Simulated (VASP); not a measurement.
# WS2 (P1) in VASP: notebook

WS2 is run at these levels: PBEsol; tasks: single point.

All numbers are computed with VASP 6.6.1; they aren't measurements. Logs are shortened: lines on timing, memory, paths and dates and some standing lists are left out, and cuts for length are marked.

### 1 The cell of the first run

The typed cell holds 12 atoms: a = 6.458 Å, b = 6.458 Å, c = 5.994 Å, α = 90.00°, β = 90.00°, γ = 120.00°.

### 2 Single point, PBEsol

INCAR reads:

```
PREC = Accurate ; ENCUT = 520
EDIFF = 1E-7 ; ISMEAR = -1
SIGMA = 0.112 ; LREAL = F
LASPH = T ; NELM = 60
ALGO = Normal ; ISIF = 2
LWAVE = F ; LCHARG = F
GGA = PS ; NBANDS = 64
```

KPOINTS reads:

```
regular mesh
0
Gamma
  3 3 2
```

POSCAR reads:

```
WS2
1.0
    6.4575288123      0.0000000001      0.0000000000
   -3.2287644062      5.5923839971      0.0000000000
    0.0000000000      0.0000000000      5.9936451124
W S
4 8
Direct
    0.0054210363      0.0025429227      0.0024435881
   -0.0032743069      0.4897204844     -0.0075092868
    0.4976545866     -0.0011007828      0.0076482673
    0.4974726873      0.4988441426     -0.0036852365
    0.1801130960      0.3420641360      0.2523197439
    0.3491035179      0.1484942737      0.7278328827
    0.1843404369      0.8402169812      0.2594309424
    0.3412706674      0.6791375560      0.7612155732
    0.6462468866      0.3292163058      0.2564783151
    0.8276153936      0.1899953581      0.7443580520
    0.6631187957      0.8312370900      0.2535582223
    0.8309020196      0.6663814577      0.7505317575
```

Potentials or basis: VASP PAW PBE potentials, release 64 (W_sv, S).

Run with:

```
$ cat potpaw_PBE.64/W_sv/POTCAR potpaw_PBE.64/S/POTCAR > POTCAR
$ mpirun -np 1 vasp_std > vasp.out
```

OUTCAR:

```text
PREC = Accurate
   ENCUT = 520
   EDIFF = 1E-7
   ISMEAR = -1
   LREAL = F
   LASPH = T
   NELM = 60
   ISIF = 2
   GGA = PS

 ion  position               nearest neighbor table
   1  0.005  0.003  0.002-  12 2.41   5 2.42  11 2.44   7 2.45   6 2.54  10 2.56   2 3.17   3 3.19
                             4 3.19   4 3.27   3 3.27   2 3.28
   2  0.997  0.490  0.992-  10 2.24   8 2.38  12 2.40   5 2.42   9 2.52   7 2.53   1 3.17   3 3.20
                             4 3.20   4 3.25   3 3.26   1 3.28
   3  0.498  0.999  0.008-   7 2.31   8 2.32   6 2.36  11 2.38   9 2.38  10 2.43   1 3.19   2 3.20
                             4 3.23   4 3.23   2 3.26   1 3.27
   4  0.497  0.499  0.996-   5 2.35   8 2.35   9 2.37  12 2.38  11 2.42   6 2.54   1 3.19   2 3.20
                             3 3.23   3 3.23   2 3.25   1 3.27
   5  0.180  0.342  0.252-   4 2.35   1 2.42   2 2.42
   6  0.349  0.148  0.728-   3 2.36   1 2.54   4 2.54
   7  0.184  0.840  0.259-   3 2.31   1 2.45   2 2.53
   8  0.341  0.679  0.761-   3 2.32   4 2.35   2 2.38
   9  0.646  0.329  0.256-   4 2.37   3 2.38   2 2.52
  10  0.828  0.190  0.744-   2 2.24   3 2.43   1 2.56
  11  0.663  0.831  0.254-   3 2.38   4 2.42   1 2.44
  12  0.831  0.666  0.751-   4 2.38   2 2.40   1 2.41

  LATTYP: Found a hexagonal cell.
 ALAT       =     6.4575288123
 C/A-ratio  =     0.9281638978

  Lattice vectors:

 A1 = (   6.4575288123,   0.0000000001,   0.0000000000)
 A2 = (  -3.2287644062,   5.5923839971,   0.0000000000)
 A3 = (   0.0000000000,   0.0000000000,   5.9936451124)

Analysis of symmetry for initial positions (statically):
=====================================================================
 Subroutine PRICEL returns:
 Original cell was already a primitive cell.

 Routine SETGRP: Setting up the symmetry group for a
 hexagonal supercell.

 Subroutine GETGRP returns: Found  1 space group operations
 (whereof  1 operations were pure point group operations)
 out of a pool of 24 trial point group operations.

The static configuration has the point symmetry C_1 .

Analysis of symmetry for dynamics (positions and initial velocities):
=====================================================================
 Subroutine PRICEL returns:
 Original cell was already a primitive cell.

 Routine SETGRP: Setting up the symmetry group for a
 hexagonal supercell.

 Subroutine GETGRP returns: Found  1 space group operations
 (whereof  1 operations were pure point group operations)
 out of a pool of 24 trial point group operations.

The dynamic configuration has the point symmetry C_1 .

 Subroutine INISYM returns: Found  1 space group operations
 (whereof  1 operations are pure point group operations),
 and found     1 'primitive' translations

----------------------------------------------------------------------------------------

                                     Primitive cell

  volume of cell :     216.4484

  direct lattice vectors                    reciprocal lattice vectors
     6.457528812  0.000000000  0.000000000     0.154858000  0.089407308  0.000000000
    -3.228764406  5.592383997  0.000000000    -0.000000000  0.178814617  0.000000000
     0.000000000  0.000000000  5.993645112     0.000000000  0.000000000  0.166843378

  length of vectors
     6.457528812  6.457528812  5.993645112     0.178814617  0.178814617  0.166843378

  position of ions in fractional coordinates (direct lattice)
     0.005421036  0.002542923  0.002443588
     0.996725693  0.489720484  0.992490713
     0.497654587  0.998899217  0.007648267
     0.497472687  0.498844143  0.996314764
     0.180113096  0.342064136  0.252319744
     0.349103518  0.148494274  0.727832883
     0.184340437  0.840216981  0.259430942
     0.341270667  0.679137556  0.761215573
     0.646246887  0.329216306  0.256478315
     0.827615394  0.189995358  0.744358052
     0.663118796  0.831237090  0.253558222
     0.830902020  0.666381458  0.750531757

  ion indices of the primitive-cell ions
   primitive index   ion index
                 1           1
                 2           2
                 3           3
                 4           4
                 5           5
                 6           6
                 7           7
                 8           8
                 9           9
                10          10
                11          11
                12          12

----------------------------------------------------------------------------------------

 KPOINTS: regular mesh

Automatic generation of k-mesh.
 Grid dimensions read from file:
 generate k-points for:    3    3    2

 Generating k-lattice:

  Cartesian coordinates                     Fractional coordinates (reciprocal lattice)
     0.051619333  0.029802436  0.000000000     0.333333333  0.000000000  0.000000000
    -0.000000000  0.059604872  0.000000000     0.000000000  0.333333333  0.000000000
     0.000000000  0.000000000  0.083421689     0.000000000  0.000000000  0.500000000

  Length of vectors
     0.059604872  0.059604872  0.083421689

  Shift w.r.t. Gamma in fractional coordinates (k-lattice)
     0.000000000  0.000000000  0.000000000

 Subroutine IBZKPT returns following result:
 ===========================================

 Found     10 irreducible k-points:

 Following reciprocal coordinates:
            Coordinates               Weight
  0.000000  0.000000  0.000000      1.000000
  0.333333 -0.000000  0.000000      2.000000
  0.000000  0.333333  0.000000      2.000000
 -0.333333  0.333333  0.000000      2.000000
  0.333333  0.333333  0.000000      2.000000
  0.000000  0.000000  0.500000      1.000000
  0.333333 -0.000000  0.500000      2.000000
  0.000000  0.333333  0.500000      2.000000
 -0.333333  0.333333  0.500000      2.000000
  0.333333  0.333333  0.500000      2.000000
   k-points           NKPTS =     10   k-points in BZ     NKDIM =     10   number of bands    NBANDS=     64
   number of dos      NEDOS =    301   number of ions     NIONS =     12
   total plane-waves  NPLWV = 110592
   dimension x,y,z NGX =    48 NGY =   48 NGZ =   48
   dimension x,y,z NGXF=    96 NGYF=   96 NGZF=   96
   ions per type =               4   8
   NGX,Y,Z   is equivalent  to a cutoff of  12.36, 12.36, 13.31 a.u.
   NGXF,Y,Z  is equivalent  to a cutoff of  24.71, 24.71, 26.63 a.u.
 SYSTEM =  unknown system
   PREC   = accura    normal or accurate (medium, high low for compatibility)
   ISTART =      0    job   : 0-new  1-cont  2-samecut
   ICHARG =      2    charge: 1-file 2-atom 10-const
   ISPIN  =      1    spin polarized calculation?
   LNONCOLLINEAR =      F non collinear calculations
   LSORBIT =      F    spin-orbit coupling
   LASPH  =      T    aspherical Exc in radial PAW
   ENCUT  =  520.0 eV  38.22 Ry    6.18 a.u.  12.01 12.01 11.14*2*pi/ulx,y,z
   NELM   =     60;   NELMIN=  2; NELMDL= -5     # of ELM steps
   EDIFF  = 0.1E-06   stopping-criterion for ELM
   LREAL  =      F    real-space projection
   EDIFFG = 0.1E-05   stopping-criterion for IOM
   NSW    =      0    number of steps for IOM
   IBRION =     -1    ionic relax: 0-MD 1-quasi-New 2-CG
   NFREE  =      0    steps in history (QN), initial steepest desc. (CG)
   ISIF   =      2    stress and relaxation
   ISYM   =      2    0-nonsym 1-usesym 2-fastsym
   POTIM  = 0.5000    time-step for ionic-motion
   TEBEG  =    0.0;   TEEND  =   0.0 temperature during run
   PSTRESS=    0.0 pullay stress
   NELECT =     104.0000    total number of electrons
   NUPDOWN=      -1.0000    fix difference up-down
   EMIN   =  10.00;   EMAX   =-10.00  energy-range for DOS
   EFERMI =   0.00;   METHOD = LEGACY
   ISMEAR =    -1;   SIGMA  =   0.11  broadening in eV -4-tet -1-fermi 0-gaus
   EFERMI_NEDOS =   21; number of points for ismear=-14 and -15
   IALGO  =     38    algorithm
   IMIX   =      4    mixing-type and parameters
     AMIX     =   0.40;   BMIX     =  1.00
     AMIX_MAG =   1.60;   BMIX_MAG =  1.00
  volume/ion in A,a.u.               =      18.04       121.72
  Fermi-wavevector in a.u.,A,eV,Ry     =   1.282236  2.423074 22.369721  1.644128
  Thomas-Fermi vector in A             =   2.414559
   LORBIT       =      0    0 simple, 1 ext, 2 COOP (PROOUT), +10 PAW based schemes
   GGA     = PS    functional components
   LHFCALC =     F    Hartree Fock is set to
   AEXX    =    0.0000 exact exchange contribution
   IVDW    =     0    specifies the selected vdW correction
   LEPSILON=     F    determine dielectric tensor
   LRPA    =     F    only Hartree local field effects (RPA)
 non-spin polarized calculation
  energy-cutoff  :      520.00
  volume of cell :      216.45
 maximum number of plane-waves:      5867
   NGX = 25   NGY = 25   NGZ = 23

 number of electron     104.0000003 magnetization

 Free energy of the ion-electron system (eV)
  ---------------------------------------------------
  ext. energy  EPLUGINS =         0.00000000
  ---------------------------------------------------
  free energy    TOTEN  =       -96.78383716 eV

  energy without entropy =      -96.62349170  energy(sigma->0) =      -96.70366443

 E-fermi :   7.3088     XC(G=0): -11.0451

 val. band max:        7.1405412427   @ k =  -0.3333   0.3333   0.0000
 cond. band min:       7.3593685531   @ k =   0.3333   0.3333   0.5000
 fundamental gap:      0.2188273104
 Fermi energy:         7.3087513814

 k-point     1 :       0.0000    0.0000    0.0000
  band No.  band energies     occupation
      1     -67.4948      2.00000
      2     -67.4853      2.00000
      3     -67.4572      2.00000
      4     -67.4322      2.00000
      5     -31.9851      2.00000
      6     -31.9401      2.00000
[... 56 lines left out ...]
     63      10.8345      0.00000
     64      10.9250      0.00000

 k-point     2 :       0.3333   -0.0000    0.0000
  band No.  band energies     occupation
      1     -67.4940      2.00000
      2     -67.4852      2.00000
      3     -67.4578      2.00000
      4     -67.4324      2.00000
      5     -31.9345      2.00000
      6     -31.9050      2.00000
[... 592 lines left out ...]
     63      10.2527      0.00000
     64      10.6155      0.00000

------------------------ aborting loop because EDIFF is reached ----------------------------------------

  FORCE on cell =-STRESS in cart. coord.  units (eV):
  Direction    XX          YY          ZZ          XY          YZ          ZX
  --------------------------------------------------------------------------------------
  -------------------------------------------------------------------------------------
  Total       -2.0045149     -0.0140592      5.5586761      0.2260010      1.0608554      0.2922459
  in kB      -14.8376633     -0.1040677     41.1459969      1.6728873      7.8525809      2.1632400
  external PRESSURE =       8.7347553 kB  Pullay stress =       0.0000000 kB

 VOLUME and BASIS-vectors are now :
 -----------------------------------------------------------------------------
  energy-cutoff  :      520.00
  volume of cell :      216.45
      direct lattice vectors                 reciprocal lattice vectors
     6.457528812  0.000000000  0.000000000     0.154858000  0.089407308  0.000000000
    -3.228764406  5.592383997  0.000000000    -0.000000000  0.178814617  0.000000000
     0.000000000  0.000000000  5.993645112     0.000000000  0.000000000  0.166843378

 POSITION                                       TOTAL-FORCE (eV/Angst)
 -----------------------------------------------------------------------------------
      0.02680      0.01422      0.01465         0.466495      0.909828     -0.523242
      4.85519      2.73871      5.94864        -0.213644      0.822910      2.034510
     -0.01159      5.58623      0.04584         0.056422      1.234411     -0.000927
      1.60179      2.78973      5.97156         0.170724     -1.298404     -0.337087
      0.05864      1.91295      1.51231        -0.897753     -0.531802      0.591110
      1.77489      0.83044      4.36237        -1.723024      0.956271      0.733153
     -1.52248      4.69882      1.55494        -1.408078     -0.694588      0.153032
      0.01099      3.79800      4.56246        -0.140313     -0.931789     -1.765319
      3.11020      1.84110      1.53724         1.318490      0.611200      0.211155
      4.73090      1.06253      4.46142         1.350251     -1.736031     -0.857763
      1.59824      4.64860      1.51974         0.817115      0.166003      0.299847
      3.21399      3.72666      4.49842         0.203315      0.491992     -0.538469
 -----------------------------------------------------------------------------------
    total drift:                                0.000617      0.000319     -0.000176

  FREE ENERGIE OF THE ION-ELECTRON SYSTEM (eV)
  ---------------------------------------------------
  free  energy   TOTEN  =       -96.7838371597 eV

  energy  without entropy=      -96.6234917006  energy(sigma->0) =      -96.70366443
```

It took 2.1 min on 1 thread of AMD EPYC 9R45 (Zen 5), shared host; peak memory 0.33 GiB.

Results:

```
Free energy            : -96.7838 eV
Pressure               : 0.9 GPa
Largest force          : 2.361 eV/Å
Band gap on the k mesh : zero (bands 52 and 53 overlap by 0.83 eV)
```

Forces in eV/Å, atoms in the order of the input:
```
W    0.466  0.910 -0.523
W   -0.214  0.823  2.035
W    0.056  1.234 -0.001
W    0.171 -1.298 -0.337
S   -0.898 -0.532  0.591
S   -1.723  0.956  0.733
S   -1.408 -0.695  0.153
S   -0.140 -0.932 -1.765
S    1.318  0.611  0.211
S    1.350 -1.736 -0.858
S    0.817  0.166  0.300
S    0.203  0.492 -0.538
```

Levels at points of the mesh, in eV from the Fermi level:
```csv
k point,band 48,band 49,band 50,band 51,band 52,band 53,band 54,band 55,band 56,band 57
"(0.00, 0.00, 0.00)",-1.64,-1.44,-1.00,-0.83,-0.77,-0.40,-0.34,1.52,1.55,1.61
"(0.00, 0.00, 0.50)",-1.77,-1.72,-0.87,-0.81,-0.54,-0.45,0.23,1.52,1.55,1.61
```

Caveat: the k points lie up to 0.52 Å⁻¹ apart, too coarse for converged energies and pressures of a metal; the atoms stand as in a frame of molecular dynamics; the PAW data sets were made with another functional, which shifts forces and pressure a little; spin-orbit coupling is left out, which moves the levels of the heavy elements.

### 3 Single point, PBEsol

INCAR reads:

```
SYSTEM = WS2
  ALGO = Normal
  EDIFF = 1E-6
  ENCUT = 520
  GGA = PS
  ISIF = 2
  ISMEAR = -1
  LASPH = .TRUE.
  LCHARG = .TRUE.
  LELF = .TRUE.
  LREAL = .FALSE.
  LVHAR = .TRUE.
  LWAVE = .FALSE.
  NBANDS = 64
  NELM = 60
  PREC = Accurate
  SIGMA = 0.112
```

KPOINTS reads:

```
k-points
0
G
  3 3 2
  0 0 0
```

POSCAR reads:

```
WS2
1.0
    6.4575288123      0.0000000001      0.0000000000
   -3.2287644062      5.5923839971      0.0000000000
    0.0000000000      0.0000000000      5.9936451124
W S
4 8
Direct
    0.0075708662      0.0038677602      0.0037696593
   -0.0043501716      0.4859675232     -0.0109873038
    0.4971282213     -0.0019943194      0.0104018504
    0.4958250464      0.4965111483     -0.0062973365
    0.1841396363      0.3465396870      0.2511671899
    0.3574364110      0.1457303362      0.7227783625
    0.1896564432      0.8441591283      0.2620180158
    0.3400560005      0.6804350349      0.7656742957
    0.6429879756      0.3298392959      0.2575889915
    0.8249818369      0.1931190706      0.7468740501
    0.6634083246      0.8330509855      0.2521820981
    0.8311918150      0.6693344023      0.7515645180
```

Potentials or basis: VASP PAW PBE potentials, release 64 (W_sv, S).

Run with:

```
$ cat potpaw_PBE.64/W_sv/POTCAR potpaw_PBE.64/S/POTCAR > POTCAR
$ mpirun -np 1 vasp_std > vasp.out
```

Wall time 2 min (1 thread of AMD EPYC 9R45 (Zen 5), shared host); peak memory 0.33 GiB.

Results (log left out):

| Property | Result |
| --- | --- |
| Free energy | -96.3053 eV |
| Pressure | 1.9 GPa |
| Largest force | 3.158 eV/Å |
| Band gap on the k mesh | zero (bands 52 and 53 overlap by 0.64 eV) |

Forces in eV/Å, atoms in the order of the input:
```
W    0.735  1.186 -0.577
W   -0.339  1.301  2.857
W   -0.158  1.649  0.080
W    0.276 -1.599 -0.339
S   -1.122 -0.672  0.764
S   -2.198  1.137  0.870
S   -1.764 -0.946  0.157
S   -0.003 -1.049 -2.229
S    1.542  0.707  0.107
S    1.624 -2.243 -1.520
S    1.097  0.026  0.377
S    0.310  0.503 -0.547
```

Stress tensor (GPa, compression positive):
```
-0.77  0.54  0.14
 0.54  1.27  0.73
 0.14  0.73  5.31
```

Levels at points of the mesh, in eV from the Fermi level:
| k point | band 50 | band 51 | band 52 | band 53 | band 54 | band 55 |
| --- | --- | --- | --- | --- | --- | --- |
| (0.00, 0.00, 0.00) | -1.00 | -0.89 | -0.77 | -0.30 | -0.24 | 1.52 |
| (0.00, 0.00, 0.50) | -0.93 | -0.86 | -0.46 | -0.33 | 0.24 | 1.51 |

Caveat: the k points lie up to 0.52 Å⁻¹ apart, too coarse for converged energies and pressures of a metal; the atoms stand as in a frame of molecular dynamics; the PAW data sets were made with another functional, which shifts forces and pressure a little; spin-orbit coupling is left out, which moves the levels of the heavy elements.
